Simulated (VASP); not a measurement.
# LiH9O5 in VASP: a series of runs, part 2 of 2

VASP 6.6.1.

## (3) Single point, LDA

INCAR reads:

```
SYSTEM = LiH9O5
PREC     = Accurate       ! precision mode
ENCUT    = 650            ! plane-wave cutoff, eV
EDIFF    = 1E-6           ! SCF threshold, eV
ISMEAR   = -1             ! smearing method
SIGMA    = 0.02           ! smearing width, eV
LREAL    = .False.        ! projectors in reciprocal space
LASPH    = .True.         ! aspherical terms in the spheres
NELM     = 120            ! most SCF steps
ALGO     = Normal         ! electronic algorithm
ISIF     = 2              ! what is computed and relaxed
LWAVE    = .False.        ! write WAVECAR
LCHARG   = .False.        ! write CHGCAR
GGA      = CA             ! functional
NBANDS   = 34             ! bands
GGA_COMPAT= .False.
```

KPOINTS reads:

```
regular mesh
0
Gamma
  1 1 1
  0 0 0
```

POSCAR reads:

```
LiH9O5
1.0
    5.4737040000      0.0000000000      0.0000000000
    0.0000000000      5.4737040000      0.0000000000
    0.0000000000      0.0000000000      5.4737040000
O H Li
5 9 1
Direct
    0.7451626906      0.5389586284      0.1243947426
    0.9285851043      0.5668739121      0.6278563839
    0.4953866705      0.1758224413      0.6387082677
    0.3020623695      0.3253372853      1.0109790372
    0.5630373875      0.7996596089      0.8457709807
    0.6607226112      0.6920907671      0.0328114198
    0.5997949469      0.4410176363      0.0958034998
    0.7769875755      0.6676648938      0.6451024754
    0.9299552917      0.5354509488      0.4397205256
    0.5204519645      0.0119663029      0.7163887561
    0.6452120904      0.2453183438      0.5777623342
    0.2911739473      0.1723695691      1.0820643572
    0.3675025175      0.2657067317      0.8303700748
    0.4482339564      0.6847465628      0.7798741035
    0.0438825337      0.4986933893     -0.0521767344
```

Potentials or basis: VASP PAW LDA potentials, release 64 (O, H, Li_sv).

On the command line:

```bash
$ cat potpaw_LDA.64/O/POTCAR potpaw_LDA.64/H/POTCAR potpaw_LDA.64/Li_sv/POTCAR > POTCAR
$ mpirun -np 1 vasp_gam > vasp.out
```

OUTCAR:

```text
SYSTEM = LiH9O5
   PREC = Accurate
   ENCUT = 650
   EDIFF = 1E-6
   ISMEAR = -1
   LREAL = .False.
   LASPH = .True.
   NELM = 120
   ISIF = 2
   GGA = CA

 ion  position               nearest neighbor table
   1  0.745  0.539  0.124-   7 0.97   6 1.08  15 1.91
   2  0.929  0.567  0.628-   8 1.00   9 1.04  15 1.90
   3  0.495  0.176  0.639-  11 0.96  10 1.00  13 1.35
[... 254 lines left out ...]
  energy-cutoff  :      650.00
  volume of cell :      164.00
      direct lattice vectors                 reciprocal lattice vectors
     5.473704000  0.000000000  0.000000000     0.182691647  0.000000000  0.000000000
     0.000000000  5.473704000  0.000000000     0.000000000  0.182691647  0.000000000
     0.000000000  0.000000000  5.473704000     0.000000000  0.000000000  0.182691647

 POSITION                                       TOTAL-FORCE (eV/Angst)
 -----------------------------------------------------------------------------------
      4.07880      2.95010      0.68090         1.234725      0.094799      1.280646
      5.08280      3.10290      3.43670         0.225220     -0.599340     -2.517216
      2.71160      0.96240      3.49610        -1.326094      1.652335     -1.270919
      1.65340      1.78080      0.06010         0.480041      1.917447     -1.781539
      3.08190      4.37710      4.62950        -0.102911      0.912357     -0.382206
      3.61660      3.78830      0.17960         0.415603      0.137768     -0.394963
      3.28310      2.41400      0.52440        -0.652357     -1.211468      0.245039
      4.25300      3.65460      3.53110        -0.096022      0.280173      0.762887
      5.09030      2.93090      2.40690        -0.050528      0.307713      1.825995
      2.84880      0.06550      3.92130         0.814867     -1.630251      0.677524
      3.53170      1.34280      3.16250         0.555702      0.444690      0.021758
      1.59380      0.94350      0.44920        -0.203506     -2.602959      1.818868
      2.01160      1.45440      4.54520         0.553207      0.656602      0.150469
      2.45350      3.74810      4.26880        -0.701304     -0.647036     -0.175434
      0.24020      2.72970      5.18810        -1.146643      0.287171     -0.260906
 -----------------------------------------------------------------------------------
    total drift:                               -0.000106     -0.000598      0.000408

  FREE ENERGIE OF THE ION-ELECTRON SYSTEM (eV)
  ---------------------------------------------------
  free  energy   TOTEN  =       -77.1561642922 eV

  energy  without entropy=      -77.1561642922  energy(sigma->0) =      -77.15616429
```

It took 10 s on 1 thread of AMD EPYC 7R43 (Zen 3), shared host; peak memory 0.2 GiB.

Results:

| Quantity | Value |
| --- | --- |
| Free energy | -77.1562 eV |
| Pressure | 2.7 GPa |
| Largest force | 3.182 eV/Å |
| Band gap on the k mesh | 3.73 eV |

Forces on the atoms (eV/Å):
```
O    1.235  0.095  1.281
O    0.225 -0.599 -2.517
O   -1.326  1.652 -1.271
O    0.480  1.917 -1.782
O   -0.103  0.912 -0.382
H    0.416  0.138 -0.395
H   -0.652 -1.211  0.245
H   -0.096  0.280  0.763
H   -0.051  0.308  1.826
H    0.815 -1.630  0.678
H    0.556  0.445  0.022
H   -0.204 -2.603  1.819
H    0.553  0.657  0.150
H   -0.701 -0.647 -0.175
Li  -1.147  0.287 -0.261
```

Caveat: the k points lie up to 1.15 Å⁻¹ apart.

## (4) Single point, LDA

INCAR reads:

```
ALGO = Normal
EDIFF = 1E-6
ENCUT = 650
GGA_COMPAT = False
ISIF = 2
ISMEAR = -1
LASPH = True
LCHARG = False
LREAL = False
LWAVE = False
NBANDS = 34
NELM = 120
PREC = Accurate
SIGMA = 0.02
```

KPOINTS reads:

```
k-points
0
Gamma
  1 1 1
```

POSCAR reads:

```
LiH9O5
1.0
    5.4737040000      0.0000000000      0.0000000000
    0.0000000000      5.4737040000      0.0000000000
    0.0000000000      0.0000000000      5.4737040000
O H Li
5 9 1
Direct
    0.7471174912      0.5604979736      0.1308802960
    0.9274524161      0.5587441338      0.5879382590
    0.4879511205      0.2048886823      0.6538168670
    0.2959604685      0.3553352538      1.0373049036
    0.5615027776      0.7564164960      0.7852086996
    0.6649427883      0.6877975133     -0.0014067257
    0.6116333656      0.5102577706      0.2335347326
    0.7661539608      0.6222477503      0.6851484845
    0.8931977323      0.5700710159      0.4206292485
    0.5408403523     -0.0254306773      0.7018465010
    0.6396948026      0.2971479642      0.6235813994
    0.3130969450      0.2171472919      1.1424804849
    0.4220907817      0.3025190986      0.8392671580
    0.4229311632      0.6646504816      0.8216556832
    0.0141220643      0.4266032654     -0.0747391529
```

On the command line:

```bash
$ cat potpaw_LDA.64/O/POTCAR potpaw_LDA.64/H/POTCAR potpaw_LDA.64/Li_sv/POTCAR > POTCAR
$ mpirun -np 1 vasp_gam > vasp.out
```

Wall time 10 s (1 thread of AMD EPYC 7R43 (Zen 3), shared host); peak memory 0.2 GiB.

It converged, with:

| Quantity | Value |
| --- | --- |
| Free energy | -76.7089 eV |
| Pressure | -0.2 GPa |
| Largest force | 4.656 eV/Å |
| Band gap on the k mesh | 4.31 eV |

Forces on the atoms (eV/Å):
```
O    0.635  0.742 -0.404
O   -0.524 -0.651  4.581
O    0.864 -0.928  0.596
O    0.719  0.824 -1.444
O    2.238  3.001 -0.643
H    0.509 -0.718  0.806
H   -0.604 -0.437 -0.234
H    0.969  0.304 -1.436
H   -0.326  0.309 -2.865
H   -0.731  0.294  0.431
H    0.298 -0.240 -0.435
H    0.240 -0.645  0.710
H   -0.899 -1.110  0.356
H   -2.545 -1.106  0.294
Li  -0.842  0.363 -0.313
```

Stress tensor (GPa, compression positive):
```
 2.35  1.36  1.99
 1.36 -2.28  0.21
 1.99  0.21 -0.61
```

Levels at points of the mesh, in eV from the valence-band top:
| k point | band 18 | band 19 | band 20 | band 21 | band 22 | band 23 | band 24 | band 25 |
| --- | --- | --- | --- | --- | --- | --- | --- | --- |
| (0.00, 0.00, 0.00) | -0.61 | -0.55 | -0.18 | 0.00 | 4.31 | 7.90 | 8.38 | 8.56 |

Caveat: the k points lie up to 1.15 Å⁻¹ apart.

## (5) Single point, LDA

INCAR reads:

```
SYSTEM = LiH9O5
PREC = Accurate
ENCUT = 650
EDIFF = 1E-6
ISMEAR = -1
SIGMA = 0.02
LREAL = .FALSE.
LASPH = .TRUE.
NELM = 120
ALGO = Normal
ISIF = 2
LWAVE = .FALSE.
LCHARG = .FALSE.
NBANDS = 34
GGA_COMPAT = .FALSE.
```

KPOINTS reads:

```
regular mesh
0
G
  1 1 1
  0 0 0
```

POSCAR reads:

```
LiH9O5
1.0
    5.4737040000      0.0000000000      0.0000000000
    0.0000000000      5.4737040000      0.0000000000
    0.0000000000      0.0000000000      5.4737040000
O H Li
5 9 1
Direct
    0.7525799714      0.5979497613      0.1466831235
    0.8868035246      0.4875126605      0.6455957428
    0.4882982346      0.2098944335      0.5278875146
    0.2876662677      0.3212084541      1.0612009710
    0.6022430150      0.8173441604      0.7992576873
    0.7072176354      0.7177041360     -0.0137201427
    0.6056228104      0.5090702749      0.2008877353
    0.7856471596      0.6673908564      0.7094647427
    0.8867669863      0.5178212048      0.4789261531
    0.5147154468      0.0430056137      0.5918843986
    0.6392563427      0.3024460219      0.5849969235
    0.3495987361      0.2200520890      1.1967947116
    0.3368468591      0.2266289883      0.8914073541
    0.4956241697      0.6814033057      0.7818106350
    0.0061201702      0.4198436744     -0.0283537436
```

On the command line:

```bash
$ cat potpaw_LDA.64/O/POTCAR potpaw_LDA.64/H/POTCAR potpaw_LDA.64/Li_sv/POTCAR > POTCAR
$ mpirun -np 1 vasp_gam > vasp.out
```

Wall time 10 s (1 thread of AMD EPYC 7R43 (Zen 3), shared host); peak memory 0.2 GiB.

Results (log left out):

```yaml
Free_energy: -76.9954 eV
Pressure: -1.1 GPa
Largest_force: 3.789 eV/Å
Band_gap_on_the_k_mesh: 4.08 eV
```

Forces on the atoms (eV/Å):
```
O    0.742 -0.419  0.241
O   -0.673  0.697  3.663
O    0.121  0.538  0.098
O    1.200 -1.781 -2.856
O    1.423  0.910 -0.597
H   -0.761 -0.152  1.425
H    0.111  0.294 -0.500
H    0.077 -1.027 -0.627
H    0.504  0.496 -3.365
H    0.327 -0.468  0.321
H   -0.259 -0.145 -0.168
H    0.207  0.043  0.525
H   -0.240  1.454  2.414
H   -1.485 -0.972 -0.235
Li  -1.294  0.532 -0.339
```

Stress tensor (GPa, compression positive):
```
 0.71  0.67  0.94
 0.67 -1.63 -2.26
 0.94 -2.26 -2.46
```

Levels at points of the mesh, in eV from the valence-band top:
```
           k point  band 19  band 20  band 21  band 22  band 23  band 24
(0.00, 0.00, 0.00)    -0.59    -0.30     0.00     4.08     7.84     8.23
```

Caveat: the k points lie up to 1.15 Å⁻¹ apart.
